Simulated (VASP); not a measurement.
A run of VASP 6.6.1:

INCAR

```
SYSTEM = CsCl
PREC = Accurate ; ENCUT = 550
EDIFF = 1E-8 ; ISMEAR = 0
SIGMA = 0.01 ; LREAL = .False.
LASPH = .True. ; NELM = 120
ALGO = Normal ; ISIF = 2
LWAVE = .False. ; LCHARG = .False.
METAGGA = R2SCAN ; LMIXTAU = .True.
IBRION = 6 ; NFREE = 2
POTIM = 0.015 ; NSW = 1
GGA_COMPAT = .False.
```

File KPOINTS:

```
Automatic mesh
0
Gamma
  6 6 6
  0 0 0
```

Contents of POSCAR:

```
CsCl
1.0
    4.1401753638      0.0000000000      0.0000000000
    0.0000000000      4.1401753638      0.0000000000
    0.0000000000      0.0000000000      4.1401753638
Cs Cl
1 1
Direct
    0.0000000000      0.0000000000      0.0000000000
    0.5000000000      0.5000000000      0.5000000000
```

Potentials or basis: VASP PAW PBE potentials, release 64 (Cs_sv, Cl).

Launch:

```bash
$ cat potpaw_PBE.64/Cs_sv/POTCAR potpaw_PBE.64/Cl/POTCAR > POTCAR
$ mpirun -np 1 vasp_std > vasp.out
```

Hardware: 1 thread of Oxide Virtual Turin-like Processor, with other jobs on the host.

Q: How long does it take, and how much memory?

A: Wall time 5.2 min on 1 thread of Oxide Virtual Turin-like Processor (shared host), peak memory 0.2 GiB. Counts: scf iterations 65, k points 20.
